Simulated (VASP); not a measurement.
# BN (F-43m) in VASP: further runs

The runs below take BN through single point, with PBE.

All numbers are computed with VASP 6.6.1; they aren't measurements. Logs are shortened: lines on timing, memory, paths and dates and some standing lists are left out, and cuts for length are marked.

**1. The cell of the first run**

The structure is cubic, space group F-43m (No. 216). The conventional cell has a = 3.465 Å, b = 3.465 Å, c = 3.465 Å, α = 90.00°, β = 90.00°, γ = 90.00°. B (site symmetry -43m) has 4 N at 1.50 Å within 2.0 Å. Within 2.0 Å of N (site symmetry -43m) lie 4 B at 1.50 Å.

**2. Single point, PBE (strain -4.0%)**

Contents of INCAR:

```
PREC = Accurate ; ENCUT = 520
EDIFF = 1E-7 ; ISMEAR = 0
SIGMA = 0.01 ; LREAL = False
LASPH = True ; NELM = 60
ALGO = Normal ; ISIF = 2
LWAVE = False ; LCHARG = False
GGA = PE ; NBANDS = 11
```

Contents of KPOINTS:

```
Automatic mesh
0
Gamma
  6 6 6
```

Contents of POSCAR:

```
BN
1.0
    0.0000000000      1.7326324464      1.7326324464
    1.7326324464      0.0000000000      1.7326324464
    1.7326324464      1.7326324464      0.0000000000
B N
1 1
Direct
    0.0000000000      0.0000000000      0.0000000000
    0.2500000000      0.2500000000      0.2500000000
```

Potentials or basis: VASP PAW PBE potentials, release 64 (B, N).

Command:

```sh
$ cat potpaw_PBE.64/B/POTCAR potpaw_PBE.64/N/POTCAR > POTCAR
$ mpirun -np 1 vasp_std > vasp.out
```

OUTCAR:

```text
PREC = Accurate
   ENCUT = 520
   EDIFF = 1E-7
   ISMEAR = 0
   LREAL = False
   LASPH = True
   NELM = 60
   ISIF = 2
   GGA = PE

 ion  position               nearest neighbor table
   1  0.000  0.000  0.000-   2 1.50   2 1.50   2 1.50   2 1.50
   2  0.250  0.250  0.250-   1 1.50   1 1.50   1 1.50   1 1.50

  LATTYP: Found a face centered cubic cell.
 ALAT       =     3.4652648928

  Lattice vectors:

 A1 = (   0.0000000000,   1.7326324464,   1.7326324464)
 A2 = (   1.7326324464,   0.0000000000,   1.7326324464)
 A3 = (   1.7326324464,   1.7326324464,   0.0000000000)

Analysis of symmetry for initial positions (statically):
=====================================================================
 Subroutine PRICEL returns:
 Original cell was already a primitive cell.

 Routine SETGRP: Setting up the symmetry group for a
 face centered cubic supercell.

 Subroutine GETGRP returns: Found 24 space group operations
 (whereof 24 operations were pure point group operations)
 out of a pool of 48 trial point group operations.

The static configuration has the point symmetry T_d .

Analysis of symmetry for dynamics (positions and initial velocities):
=====================================================================
 Subroutine PRICEL returns:
 Original cell was already a primitive cell.

 Routine SETGRP: Setting up the symmetry group for a
 face centered cubic supercell.

 Subroutine GETGRP returns: Found 24 space group operations
 (whereof 24 operations were pure point group operations)
 out of a pool of 48 trial point group operations.

The dynamic configuration has the point symmetry T_d .

 Subroutine INISYM returns: Found 24 space group operations
 (whereof 24 operations are pure point group operations),
 and found     1 'primitive' translations

----------------------------------------------------------------------------------------

                                     Primitive cell

  volume of cell :      10.4028

  direct lattice vectors                    reciprocal lattice vectors
     0.000000000  1.732632446  1.732632446    -0.288578227  0.288578227  0.288578227
     1.732632446  0.000000000  1.732632446     0.288578227 -0.288578227  0.288578227
     1.732632446  1.732632446  0.000000000     0.288578227  0.288578227 -0.288578227

  length of vectors
     2.450312304  2.450312304  2.450312304     0.499832152  0.499832152  0.499832152

  position of ions in fractional coordinates (direct lattice)
[... 76 lines left out ...]
   ISIF   =      2    stress and relaxation
   ISYM   =      2    0-nonsym 1-usesym 2-fastsym
   POTIM  = 0.5000    time-step for ionic-motion
   TEBEG  =    0.0;   TEEND  =   0.0 temperature during run
   PSTRESS=    0.0 pullay stress
   NELECT =       8.0000    total number of electrons
   NUPDOWN=      -1.0000    fix difference up-down
   EMIN   =  10.00;   EMAX   =-10.00  energy-range for DOS
   EFERMI =   0.00;   METHOD = LEGACY
   ISMEAR =     0;   SIGMA  =   0.01  broadening in eV -4-tet -1-fermi 0-gaus
   EFERMI_NEDOS =   21; number of points for ismear=-14 and -15
   IALGO  =     38    algorithm
   IMIX   =      4    mixing-type and parameters
     AMIX     =   0.40;   BMIX     =  1.00
     AMIX_MAG =   1.60;   BMIX_MAG =  1.00
  volume/ion in A,a.u.               =       5.20        35.10
  Fermi-wavevector in a.u.,A,eV,Ry     =   1.499875  2.834353 30.608004  2.249625
  Thomas-Fermi vector in A             =   2.611448
   LORBIT       =      0    0 simple, 1 ext, 2 COOP (PROOUT), +10 PAW based schemes
   GGA     = PE    functional components
   LHFCALC =     F    Hartree Fock is set to
   AEXX    =    0.0000 exact exchange contribution
   IVDW    =     0    specifies the selected vdW correction
   LEPSILON=     F    determine dielectric tensor
   LRPA    =     F    only Hartree local field effects (RPA)
 non-spin polarized calculation
 Gauss-broadening in eV      SIGMA  =   0.01
  energy-cutoff  :      520.00
  volume of cell :       10.40
 maximum number of plane-waves:       295
   NGX =  9   NGY =  9   NGZ =  9

 number of electron       7.9999997 magnetization

 Free energy of the ion-electron system (eV)
  ---------------------------------------------------
  ext. energy  EPLUGINS =         0.00000000
  ---------------------------------------------------
  free energy    TOTEN  =       -17.16889071 eV

  energy without entropy =      -17.16889071  energy(sigma->0) =      -17.16889071

 E-fermi :   9.2418     XC(G=0): -13.4591

 val. band max:        9.0519384318   @ k =   0.0000   0.0000   0.0000
 cond. band min:      13.6329679388   @ k =   0.5000   0.5000   0.0000
 fundamental gap:      4.5810295070
 Fermi energy:         9.2418162395

 k-point     1 :       0.0000    0.0000    0.0000
  band No.  band energies     occupation
      1     -12.6975      2.00000
      2       9.0519      2.00000
      3       9.0519      2.00000
      4       9.0519      2.00000
      5      18.4762      0.00000
      6      18.4762      0.00000
      7      18.4762      0.00000
      8      21.5447      0.00000
      9      36.2683      0.00000
     10      38.4165      0.00000
     11      38.4165      0.00000
[... 197 lines left out ...]
 k-point    16 :      -0.3333    0.5000    0.1667
  band No.  band energies     occupation
      1      -5.9988      2.00000
      2       0.0565      2.00000
      3       2.0190      2.00000
      4       2.0869      2.00000
      5      17.2836      0.00000
      6      22.0433      0.00000
      7      25.8315      0.00000
      8      27.7345      0.00000
      9      30.6631      0.00000
     10      37.3847      0.00000
     11      41.3364      0.00000

------------------------ aborting loop because EDIFF is reached ----------------------------------------

  FORCE on cell =-STRESS in cart. coord.  units (eV):
  Direction    XX          YY          ZZ          XY          YZ          ZX
  --------------------------------------------------------------------------------------
  -------------------------------------------------------------------------------------
  Total        4.2116836      4.2116836      4.2116836     -0.0000000      0.0000000     -0.0000000
  in kB      648.6598157    648.6598157    648.6598157     -0.0000000      0.0000000     -0.0000000
  external PRESSURE =     648.6598157 kB  Pullay stress =       0.0000000 kB

 VOLUME and BASIS-vectors are now :
 -----------------------------------------------------------------------------
  energy-cutoff  :      520.00
  volume of cell :       10.40
      direct lattice vectors                 reciprocal lattice vectors
     0.000000000  1.732632446  1.732632446    -0.288578227  0.288578227  0.288578227
     1.732632446  0.000000000  1.732632446     0.288578227 -0.288578227  0.288578227
     1.732632446  1.732632446  0.000000000     0.288578227  0.288578227 -0.288578227

 POSITION                                       TOTAL-FORCE (eV/Angst)
 -----------------------------------------------------------------------------------
      0.00000      0.00000      0.00000         0.000000      0.000000      0.000000
      0.86632      0.86632      0.86632        -0.000000     -0.000000     -0.000000
 -----------------------------------------------------------------------------------
    total drift:                                0.000000      0.000000     -0.000000

  FREE ENERGIE OF THE ION-ELECTRON SYSTEM (eV)
  ---------------------------------------------------
  free  energy   TOTEN  =       -17.1688907089 eV

  energy  without entropy=      -17.1688907089  energy(sigma->0) =      -17.16889071
```

stdout:

```text
POSCAR found type information on POSCAR B N
 POSCAR found :  2 types and       2 ions
 scaLAPACK will be used
 LDA part: xc-table for (Slater+PW92), standard interpolation
 POSCAR, INCAR and KPOINTS ok, starting setup
 FFT: planning ... GRIDC
 FFT: planning ... GRID_SOFT
 FFT: planning ... GRID
 WAVECAR not read
 entering main loop
```

Run time: 3.5 s. Hardware: 1 thread of Intel Xeon Platinum 8259CL at 2.50GHz (Skylake/Cascade Lake), shared host; peak memory 0.11 GiB.

Results:

| Item | Value |
| --- | --- |
| Free energy | -17.1689 eV |
| Pressure | 64.9 GPa |
| Band gap on the k mesh | 4.58 eV, indirect (least direct gap 9.42 eV) |

Levels at points of the mesh, in eV from the valence-band top:
```csv
k point,band 1,band 2,band 3,band 4,band 5,band 6,band 7,band 8,band 9
"(0.00, 0.00, 0.00)",-21.75,0.00,0.00,0.00,9.42,9.42,9.42,12.49,27.22
"(0.50, 0.00, 0.00)",-16.90,-11.92,-2.19,-2.19,11.40,11.40,11.86,16.56,25.40
"(0.50, 0.50, 0.00)",-15.36,-9.79,-5.57,-5.57,4.58,9.94,19.95,19.95,23.09
```

Caveat: the k points lie up to 0.52 Å⁻¹ apart; the cell differs from its parent crystal (strain -4.0%). A k mesh can miss the band edges.

**3. Single point, PBE (strain -3.0%)**

Contents of INCAR:

```
SYSTEM = BN
ALGO = Normal
EDIFF = 1E-6
ENCUT = 520
GGA = PE
ISIF = 2
ISMEAR = 0
LASPH = .True.
LCHARG = .False.
LREAL = .False.
LWAVE = .False.
NBANDS = 11
NELM = 80
PREC = Accurate
SIGMA = 0.01
```

Contents of KPOINTS:

```
k-points
0
Gamma
  6 6 6
  0 0 0
```

Contents of POSCAR:

```
BN
1.0
    0.0000000000      1.7506807011      1.7506807011
    1.7506807011      0.0000000000      1.7506807011
    1.7506807011      1.7506807011      0.0000000000
B N
1 1
Direct
    0.0000000000      0.0000000000      0.0000000000
    0.2500000000      0.2500000000      0.2500000000
```

Potentials or basis: VASP PAW PBE potentials, release 64 (B, N).

Command:

```sh
$ cat potpaw_PBE.64/B/POTCAR potpaw_PBE.64/N/POTCAR > POTCAR
$ mpirun -np 1 vasp_std > vasp.out
```

OUTCAR:

```text
SYSTEM = BN
   EDIFF = 1E-6
   ENCUT = 520
   GGA = PE
   ISIF = 2
   ISMEAR = 0
   LASPH = .True.
   LREAL = .False.
   NELM = 80
   PREC = Accurate

 ion  position               nearest neighbor table
   1  0.000  0.000  0.000-   2 1.52   2 1.52   2 1.52   2 1.52
   2  0.250  0.250  0.250-   1 1.52   1 1.52   1 1.52   1 1.52

  LATTYP: Found a face centered cubic cell.
 ALAT       =     3.5013614022

  Lattice vectors:

 A1 = (   0.0000000000,   1.7506807011,   1.7506807011)
 A2 = (   1.7506807011,   0.0000000000,   1.7506807011)
 A3 = (   1.7506807011,   1.7506807011,   0.0000000000)

Analysis of symmetry for initial positions (statically):
=====================================================================
 Subroutine PRICEL returns:
 Original cell was already a primitive cell.

 Routine SETGRP: Setting up the symmetry group for a
 face centered cubic supercell.

 Subroutine GETGRP returns: Found 24 space group operations
 (whereof 24 operations were pure point group operations)
 out of a pool of 48 trial point group operations.

The static configuration has the point symmetry T_d .

Analysis of symmetry for dynamics (positions and initial velocities):
=====================================================================
 Subroutine PRICEL returns:
 Original cell was already a primitive cell.

 Routine SETGRP: Setting up the symmetry group for a
 face centered cubic supercell.

 Subroutine GETGRP returns: Found 24 space group operations
 (whereof 24 operations were pure point group operations)
 out of a pool of 48 trial point group operations.

The dynamic configuration has the point symmetry T_d .

 Subroutine INISYM returns: Found 24 space group operations
 (whereof 24 operations are pure point group operations),
 and found     1 'primitive' translations

----------------------------------------------------------------------------------------

                                     Primitive cell

[... 106 lines left out ...]
   GGA     = PE    functional components
   LHFCALC =     F    Hartree Fock is set to
   AEXX    =    0.0000 exact exchange contribution
   IVDW    =     0    specifies the selected vdW correction
   LEPSILON=     F    determine dielectric tensor
   LRPA    =     F    only Hartree local field effects (RPA)
 non-spin polarized calculation
 Gauss-broadening in eV      SIGMA  =   0.01
  energy-cutoff  :      520.00
  volume of cell :       10.73
 maximum number of plane-waves:       302
   NGX =  9   NGY =  9   NGZ =  9

 number of electron       7.9999998 magnetization

 Free energy of the ion-electron system (eV)
  ---------------------------------------------------
  ext. energy  EPLUGINS =         0.00000000
  ---------------------------------------------------
  free energy    TOTEN  =       -17.28405777 eV

  energy without entropy =      -17.28405777  energy(sigma->0) =      -17.28405777

 E-fermi :   8.6798     XC(G=0): -13.3008

 val. band max:        8.6330068909   @ k =   0.0000   0.0000   0.0000
 cond. band min:      13.1855959373   @ k =   0.5000   0.5000   0.0000
 fundamental gap:      4.5525890464
 Fermi energy:         8.6798435547

 k-point     1 :       0.0000    0.0000    0.0000
  band No.  band energies     occupation
      1     -12.7306      2.00000
      2       8.6330      2.00000
      3       8.6330      2.00000
      4       8.6330      2.00000
      5      17.9086      0.00000
      6      17.9086      0.00000
      7      17.9086      0.00000
      8      20.5860      0.00000
      9      35.2319      0.00000
     10      37.5964      0.00000
     11      37.5964      0.00000
[... 197 lines left out ...]
 k-point    16 :      -0.3333    0.5000    0.1667
  band No.  band energies     occupation
      1      -6.2560      2.00000
      2      -0.1534      2.00000
      3       1.8258      2.00000
      4       1.8611      2.00000
      5      16.7521      0.00000
      6      21.3929      0.00000
      7      24.9846      0.00000
      8      26.8302      0.00000
      9      29.7227      0.00000
     10      36.3448      0.00000
     11      40.3889      0.00000

------------------------ aborting loop because EDIFF is reached ----------------------------------------

  FORCE on cell =-STRESS in cart. coord.  units (eV):
  Direction    XX          YY          ZZ          XY          YZ          ZX
  --------------------------------------------------------------------------------------
  -------------------------------------------------------------------------------------
  Total        3.1673372      3.1673372      3.1673372      0.0000000      0.0000000      0.0000000
  in kB      472.8833795    472.8833795    472.8833795      0.0000000      0.0000000      0.0000000
  external PRESSURE =     472.8833795 kB  Pullay stress =       0.0000000 kB

 VOLUME and BASIS-vectors are now :
 -----------------------------------------------------------------------------
  energy-cutoff  :      520.00
  volume of cell :       10.73
      direct lattice vectors                 reciprocal lattice vectors
     0.000000000  1.750680701  1.750680701    -0.285603194  0.285603194  0.285603194
     1.750680701  0.000000000  1.750680701     0.285603194 -0.285603194  0.285603194
     1.750680701  1.750680701  0.000000000     0.285603194  0.285603194 -0.285603194

 POSITION                                       TOTAL-FORCE (eV/Angst)
 -----------------------------------------------------------------------------------
      0.00000      0.00000      0.00000         0.000000      0.000000      0.000000
      0.87534      0.87534      0.87534        -0.000000     -0.000000     -0.000000
 -----------------------------------------------------------------------------------
    total drift:                                0.000000      0.000000     -0.000000

  FREE ENERGIE OF THE ION-ELECTRON SYSTEM (eV)
  ---------------------------------------------------
  free  energy   TOTEN  =       -17.2840577713 eV

  energy  without entropy=      -17.2840577713  energy(sigma->0) =      -17.28405777
```

stdout:

```text
POSCAR found type information on POSCAR B N
 POSCAR found :  2 types and       2 ions
 scaLAPACK will be used
 LDA part: xc-table for (Slater+PW92), standard interpolation
 POSCAR, INCAR and KPOINTS ok, starting setup
 FFT: planning ... GRIDC
 FFT: planning ... GRID_SOFT
 FFT: planning ... GRID
 WAVECAR not read
 entering main loop
```

Wall time 4.7 s (1 thread of Intel Xeon Platinum 8259CL at 2.50GHz (Skylake/Cascade Lake), shared host); peak memory 0.11 GiB.

Results:

| Quantity | Value |
| --- | --- |
| Free energy | -17.2841 eV |
| Pressure | 47.3 GPa |
| Band gap on the k mesh | 4.55 eV, indirect (least direct gap 9.28 eV) |

Caveat: the k points lie up to 0.52 Å⁻¹ apart; the cell differs from its parent crystal (strain -3.0%). A k mesh can miss the band edges.

**4. Single point, PBE (strain -2.0%)**

Contents of INCAR:

```
SYSTEM = BN
PREC = Accurate
ENCUT = 520
EDIFF = 1E-6
ISMEAR = 0
SIGMA = 0.01
LREAL = .FALSE.
LASPH = .TRUE.
NELM = 80
ALGO = Normal
ISIF = 2
LWAVE = .FALSE.
LCHARG = .FALSE.
GGA = PE
NBANDS = 11
```

Contents of KPOINTS:

```
regular mesh
0
G
  6 6 6
  0 0 0
```

Contents of POSCAR:

```
BN
1.0
    0.0000000000      1.7687289557      1.7687289557
    1.7687289557      0.0000000000      1.7687289557
    1.7687289557      1.7687289557      0.0000000000
B N
1 1
Direct
    0.0000000000      0.0000000000      0.0000000000
    0.2500000000      0.2500000000      0.2500000000
```

Command:

```sh
$ cat potpaw_PBE.64/B/POTCAR potpaw_PBE.64/N/POTCAR > POTCAR
$ mpirun -np 1 vasp_std > vasp.out
```

Run time: 5 s. Hardware: 1 thread of Intel Xeon Platinum 8259CL at 2.50GHz (Skylake/Cascade Lake), shared host; peak memory 0.11 GiB.

The run converged. Its results:

```
Free energy            : -17.3667 eV
Pressure               : 31.6 GPa
Band gap on the k mesh : 4.52 eV, indirect (least direct gap 9.13 eV)
```

Levels at points of the mesh, in eV from the valence-band top:
```csv
k point,band 1,band 2,band 3,band 4,band 5,band 6,band 7,band 8,band 9
"(0.00, 0.00, 0.00)",-20.99,0.00,0.00,0.00,9.13,9.13,9.13,11.43,26.00
"(0.50, 0.00, 0.00)",-16.46,-11.31,-2.07,-2.07,11.01,11.06,11.06,15.93,24.42
"(0.50, 0.50, 0.00)",-15.00,-9.35,-5.24,-5.24,4.52,9.59,18.94,18.94,21.93
```

Caveat: the k points lie up to 0.51 Å⁻¹ apart; the cell differs from its parent crystal (strain -2.0%). A k mesh can miss the band edges.

**5. Single point, PBE (strain -1.0%)**

Contents of INCAR:

```
PREC     = Accurate       # precision mode
ENCUT    = 520            # plane-wave cutoff, eV
EDIFF    = 1E-6           # SCF threshold, eV
ISMEAR   = 0              # smearing method
SIGMA    = 0.01           # smearing width, eV
LREAL    = False          # projectors in reciprocal space
LASPH    = True           # aspherical terms in the spheres
NELM     = 100            # most SCF steps
ALGO     = Normal         # electronic algorithm
ISIF     = 2              # what is computed and relaxed
LWAVE    = False          # write WAVECAR
LCHARG   = True           # write CHGCAR
GGA      = PE             # functional
LELF     = True           # ELF
LVHAR    = True         
NBANDS   = 11             # bands
```

Contents of KPOINTS:

```
Automatic mesh
0
Gamma
  6 6 6
```

Contents of POSCAR:

```
BN
1.0
    0.0000000000      1.7867772104      1.7867772104
    1.7867772104      0.0000000000      1.7867772104
    1.7867772104      1.7867772104      0.0000000000
B N
1 1
Direct
    0.0000000000      0.0000000000      0.0000000000
    0.2500000000      0.2500000000      0.2500000000
```

Command:

```sh
$ cat potpaw_PBE.64/B/POTCAR potpaw_PBE.64/N/POTCAR > POTCAR
$ mpirun -np 1 vasp_std > vasp.out
```

Run time: 3.6 s. Hardware: 1 thread of Intel Xeon Platinum 8259CL at 2.50GHz (Skylake/Cascade Lake), shared host; peak memory 0.11 GiB.

Results (log left out):

```yaml
Free_energy: -17.4194 eV
Pressure: 17.5 GPa
Band_gap_on_the_k_mesh: 4.49 eV, indirect (least direct gap 8.98 eV)
```

Levels at points of the mesh, in eV from the valence-band top:
```
           k point  band 1  band 2  band 3  band 4  band 5  band 6  band 7  band 8
(0.00, 0.00, 0.00)  -20.63    0.00    0.00    0.00    8.98    8.98    8.98   10.92
(0.50, 0.00, 0.00)  -16.25  -11.01   -2.01   -2.01   10.60   10.89   10.89   15.61
(0.50, 0.50, 0.00)  -14.83   -9.15   -5.08   -5.08    4.49    9.42   18.46   18.46
```

Caveat: the k points lie up to 0.51 Å⁻¹ apart; the cell differs from its parent crystal (strain -1.0%).

**6. The runs side by side**

```tsv
cell	gap on the mesh (eV)	pressure (GPa)
a = 2.450 Å, angles 60.0°, 2 atoms	4.58	64.9
a = 2.476 Å, angles 60.0°, 2 atoms	4.55	47.3
a = 2.501 Å, angles 60.0°, 2 atoms	4.52	31.6
a = 2.527 Å, angles 60.0°, 2 atoms	4.49	17.5
```

Alike in all rows: task single point; level PBE; potentials or basis VASP PAW PBE potentials, release 64 (B, N); no spin polarisation; k mesh 6 × 6 × 6; cutoff (eV) 520; smearing gaussian 0.01 eV.

Caveats: all runs use coarse meshes.

Total energies depend on the potentials used, so only differences within one code and one set of settings carry meaning.
